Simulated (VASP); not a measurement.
# Mo (I4/mmm) in VASP: further runs, part 4 of 4

VASP 6.6.1. The steps go on from the part before.

## 6. Single point, PBEsol (strain +0.080 along x and y, +0.040 along z)

Contents of INCAR:

```
SYSTEM = Mo
ALGO     = Fast           ! electronic algorithm
EDIFF    = 1E-6           ! SCF threshold, eV
ENCUT    = 520            ! plane-wave cutoff, eV
GGA      = PS             ! functional
ISIF     = 2              ! what is computed and relaxed
ISMEAR   = 0              ! smearing method
LASPH    = .True.         ! aspherical terms in the spheres
LCHARG   = .False.        ! write CHGCAR
LREAL    = .False.        ! projectors in reciprocal space
LWAVE    = .False.        ! write WAVECAR
NBANDS   = 13             ! bands
NELM     = 60             ! most SCF steps
PREC     = Accurate       ! precision mode
SIGMA    = 0.15           ! smearing width, eV
```

Contents of KPOINTS:

```
k-points
0
Gamma
  22 22 22
  0 0 0
```

Contents of POSCAR:

```
Mo
1.0
   -1.6966800000      1.6966800000      1.6338400000
    1.6966800000     -1.6966800000      1.6338400000
    1.6966800000      1.6966800000     -1.6338400000
Mo
1
Direct
    0.0000000000      0.0000000000      0.0000000000
```

Potentials or basis: VASP PAW PBE potentials, release 64 (Mo_sv).

The run is started by

```console
> cat potpaw_PBE.64/Mo_sv/POTCAR > POTCAR
> mpirun -np 1 vasp_std > vasp.out
```

OUTCAR:

```text
SYSTEM = Mo
   EDIFF = 1E-6
   ENCUT = 520
   GGA = PS
   ISIF = 2
   ISMEAR = 0
   LASPH = .True.
   LREAL = .False.
   NELM = 60
   PREC = Accurate

 ion  position               nearest neighbor table
   1  0.000  0.000  0.000-

  LATTYP: Found a body centered tetragonal cell.
 ALAT       =     3.3933600000
 C/A-ratio  =     0.9629629630

  Lattice vectors:

 A1 = (  -1.6966800000,   1.6966800000,   1.6338400000)
 A2 = (   1.6966800000,  -1.6966800000,   1.6338400000)
 A3 = (   1.6966800000,   1.6966800000,  -1.6338400000)

Analysis of symmetry for initial positions (statically):
=====================================================================
 Subroutine PRICEL returns:
 Original cell was already a primitive cell.

 Routine SETGRP: Setting up the symmetry group for a
 body centered tetragonal supercell.

 Subroutine GETGRP returns: Found 16 space group operations
 (whereof 16 operations were pure point group operations)
 out of a pool of 16 trial point group operations.

The static configuration has the point symmetry D_4h.

Analysis of symmetry for dynamics (positions and initial velocities):
=====================================================================
 Subroutine PRICEL returns:
 Original cell was already a primitive cell.

 Routine SETGRP: Setting up the symmetry group for a
 body centered tetragonal supercell.

 Subroutine GETGRP returns: Found 16 space group operations
 (whereof 16 operations were pure point group operations)
 out of a pool of 16 trial point group operations.

The dynamic configuration has the point symmetry D_4h.

 Subroutine INISYM returns: Found 16 space group operations
 (whereof 16 operations are pure point group operations),
 and found     1 'primitive' translations

----------------------------------------------------------------------------------------

                                     Primitive cell

  volume of cell :      18.8135

  direct lattice vectors                    reciprocal lattice vectors
    -1.696680000  1.696680000  1.633840000     0.000000000  0.294693165  0.306027518
     1.696680000 -1.696680000  1.633840000     0.294693165  0.000000000  0.306027518
     1.696680000  1.696680000 -1.633840000     0.294693165  0.294693165  0.000000000

  length of vectors
     2.902908746  2.902908746  2.902908746     0.424849272  0.424849272  0.416759071

  position of ions in fractional coordinates (direct lattice)
     0.000000000  0.000000000  0.000000000

  ion indices of the primitive-cell ions
   primitive index   ion index
                 1           1

----------------------------------------------------------------------------------------

 KPOINTS: k-points

Automatic generation of k-mesh.
 Grid dimensions read from file:
 generate k-points for:   22   22   22

 Generating k-lattice:

  Cartesian coordinates                     Fractional coordinates (reciprocal lattice)
     0.000000000  0.013395144  0.013910342     0.045454545  0.000000000  0.000000000
     0.013395144  0.000000000  0.013910342     0.000000000  0.045454545  0.000000000
     0.013395144  0.013395144  0.000000000     0.000000000  0.000000000  0.045454545

  Length of vectors
     0.019311331  0.019311331  0.018943594

  Shift w.r.t. Gamma in fractional coordinates (k-lattice)
     0.000000000  0.000000000  0.000000000

 Subroutine IBZKPT returns following result:
 ===========================================

 Found    834 irreducible k-points:

 Following reciprocal coordinates:
            Coordinates               Weight
  0.000000  0.000000  0.000000      1.000000
  0.045455  0.000000 -0.000000      8.000000
  0.090909  0.000000 -0.000000      8.000000
  0.136364  0.000000 -0.000000      8.000000
  0.181818  0.000000 -0.000000      8.000000
  0.227273  0.000000 -0.000000      8.000000
[... 16 lines left out ...]
  0.500000  0.045455  0.000000     16.000000
 -0.454545  0.045455  0.000000     16.000000
 [... further k-points ...]
   k-points           NKPTS =    834   k-points in BZ     NKDIM =    834   number of bands    NBANDS=     13
   number of dos      NEDOS =    301   number of ions     NIONS =      1
   total plane-waves  NPLWV =  13824
   dimension x,y,z NGX =    24 NGY =   24 NGZ =   24
   dimension x,y,z NGXF=    48 NGYF=   48 NGZF=   48
   ions per type =               1
   NGX,Y,Z   is equivalent  to a cutoff of  13.74, 13.74, 13.74 a.u.
   NGXF,Y,Z  is equivalent  to a cutoff of  27.49, 27.49, 27.49 a.u.
 SYSTEM =  Mo
   PREC   = accura    normal or accurate (medium, high low for compatibility)
   ISTART =      0    job   : 0-new  1-cont  2-samecut
   ICHARG =      2    charge: 1-file 2-atom 10-const
   ISPIN  =      1    spin polarized calculation?
   LNONCOLLINEAR =      F non collinear calculations
   LSORBIT =      F    spin-orbit coupling
   LASPH  =      T    aspherical Exc in radial PAW
   ENCUT  =  520.0 eV  38.22 Ry    6.18 a.u.   5.40  5.40  5.40*2*pi/ulx,y,z
   NELM   =     60;   NELMIN=  2; NELMDL= -5     # of ELM steps
   EDIFF  = 0.1E-05   stopping-criterion for ELM
   LREAL  =      F    real-space projection
   EDIFFG = 0.1E-04   stopping-criterion for IOM
   NSW    =      0    number of steps for IOM
   IBRION =     -1    ionic relax: 0-MD 1-quasi-New 2-CG
   NFREE  =      0    steps in history (QN), initial steepest desc. (CG)
   ISIF   =      2    stress and relaxation
   ISYM   =      2    0-nonsym 1-usesym 2-fastsym
   POTIM  = 0.5000    time-step for ionic-motion
   TEBEG  =    0.0;   TEEND  =   0.0 temperature during run
   PSTRESS=    0.0 pullay stress
   NELECT =      14.0000    total number of electrons
   NUPDOWN=      -1.0000    fix difference up-down
   EMIN   =  10.00;   EMAX   =-10.00  energy-range for DOS
   EFERMI =   0.00;   METHOD = LEGACY
   ISMEAR =     0;   SIGMA  =   0.15  broadening in eV -4-tet -1-fermi 0-gaus
   EFERMI_NEDOS =   21; number of points for ismear=-14 and -15
   IALGO  =     68    algorithm
   IMIX   =      4    mixing-type and parameters
     AMIX     =   0.40;   BMIX     =  1.00
     AMIX_MAG =   1.60;   BMIX_MAG =  1.00
  volume/ion in A,a.u.               =      18.81       126.96
  Fermi-wavevector in a.u.,A,eV,Ry     =   1.483523  2.803453 29.944266  2.200841
  Thomas-Fermi vector in A             =   2.597174
   LORBIT       =      0    0 simple, 1 ext, 2 COOP (PROOUT), +10 PAW based schemes
   GGA     = PS    functional components
   LHFCALC =     F    Hartree Fock is set to
   AEXX    =    0.0000 exact exchange contribution
   IVDW    =     0    specifies the selected vdW correction
   LEPSILON=     F    determine dielectric tensor
   LRPA    =     F    only Hartree local field effects (RPA)
 non-spin polarized calculation
 RMM-DIIS sequential band-by-band and
 Gauss-broadening in eV      SIGMA  =   0.15
  energy-cutoff  :      520.00
  volume of cell :       18.81
 maximum number of plane-waves:       521
 NGX is ok and might be reduce to    24
   NGX = 11   NGY = 11   NGZ = 11

 number of electron      14.0000000 magnetization

 Free energy of the ion-electron system (eV)
  ---------------------------------------------------
  ext. energy  EPLUGINS =         0.00000000
  ---------------------------------------------------
  free energy    TOTEN  =       -11.29667177 eV

  energy without entropy =      -11.28822174  energy(sigma->0) =      -11.29244675

 E-fermi :   9.6804     XC(G=0): -12.5115

 val. band max:        9.6797841280   @ k =  -0.3182   0.3182   0.2727
 cond. band min:       9.6815214741   @ k =  -0.2727  -0.3182   0.2273
 fundamental gap:      0.0017373462
 Fermi energy:         9.6803811628

 k-point     1 :       0.0000    0.0000    0.0000
  band No.  band energies     occupation
      1     -51.5337      2.00000
      2     -25.1453      2.00000
      3     -25.1453      2.00000
      4     -25.1285      2.00000
      5       3.1118      2.00000
      6       8.4230      2.00000
      7       8.7704      2.00000
      8       8.7704      2.00000
      9      10.7931      0.00000
     10      11.2156      0.00000
     11      23.9599      0.00000
     12      23.9599      0.00000
     13      24.6110      0.00000
[... 353 lines left out ...]
 k-point    24 :      -0.4545    0.0455    0.0000
  band No.  band energies     occupation
      1     -51.4141      2.00000
      2     -25.8680      2.00000
      3     -25.3981      2.00000
      4     -25.1549      2.00000
      5       5.4648      2.00000
      6       7.0356      2.00000
      7      10.1375      0.00002
      8      11.0336      0.00000
      9      11.6420      0.00000
     10      13.1291      0.00000
     11      19.5054      0.00000
     12      21.4571      0.00000
     13      24.9034      0.00000

 [... further k-points ...]
[... 5 lines left out ...]
  --------------------------------------------------------------------------------------
  -------------------------------------------------------------------------------------
  Total       -4.5783923     -4.5783923     -3.7009673      0.0000000      0.0000000      0.0000000
  in kB     -389.9008562   -389.9008562   -315.1783878      0.0000000      0.0000000      0.0000000
  external PRESSURE =    -364.9933667 kB  Pullay stress =       0.0000000 kB

 VOLUME and BASIS-vectors are now :
 -----------------------------------------------------------------------------
  energy-cutoff  :      520.00
  volume of cell :       18.81
      direct lattice vectors                 reciprocal lattice vectors
    -1.696680000  1.696680000  1.633840000     0.000000000  0.294693165  0.306027518
     1.696680000 -1.696680000  1.633840000     0.294693165  0.000000000  0.306027518
     1.696680000  1.696680000 -1.633840000     0.294693165  0.294693165  0.000000000

 POSITION                                       TOTAL-FORCE (eV/Angst)
 -----------------------------------------------------------------------------------
      0.00000      0.00000      0.00000        -0.000000     -0.000000      0.000000
 -----------------------------------------------------------------------------------
    total drift:                                0.000000      0.000000      0.000000

  FREE ENERGIE OF THE ION-ELECTRON SYSTEM (eV)
  ---------------------------------------------------
  free  energy   TOTEN  =       -11.2966717679 eV

  energy  without entropy=      -11.2882217401  energy(sigma->0) =      -11.29244675
```

Wall time 3.1 min (1 thread of AMD EPYC 9R45 (Zen 5), shared host); peak memory 0.25 GiB.

Results:

* Free energy: -11.2967 eV
* Pressure: -36.5 GPa
* Band gap on the k mesh: zero (band 7 reaches 12.72 eV, above the bottom of band 8 at 8.70 eV)

Caveat: the cell differs from its parent crystal (strain +0.080 along x and y, +0.040 along z); the PAW data sets were made with another functional, which shifts forces and pressure a little.

## 7. Overview

```csv
cell,gap on the mesh (eV),pressure (GPa)
"a = 2.540 Å, angles 110.6, 110.6, 107.2°, 1 atom",none,83.3
"a = 2.758 Å, angles 110.5, 110.5, 107.3°, 1 atom",none,-12.1
"a = 2.794 Å, angles 108.4, 108.4, 111.6°, 1 atom",none,-20.2
"a = 2.867 Å, angles 110.5, 110.5, 107.4°, 1 atom",none,-32.3
"a = 2.903 Å, angles 108.5, 108.5, 111.5°, 1 atom",none,-36.5
```

Alike in all rows: task single point; level PBEsol; potentials or basis VASP PAW PBE potentials, release 64 (Mo_sv); no spin polarisation; k mesh 22 × 22 × 22; cutoff (eV) 520; smearing gaussian 0.15 eV.

Caveats: the PAW data sets were made with another functional, which shifts forces and pressure a little.

Total energies depend on the potentials used, so only differences within one code and one set of settings carry meaning.
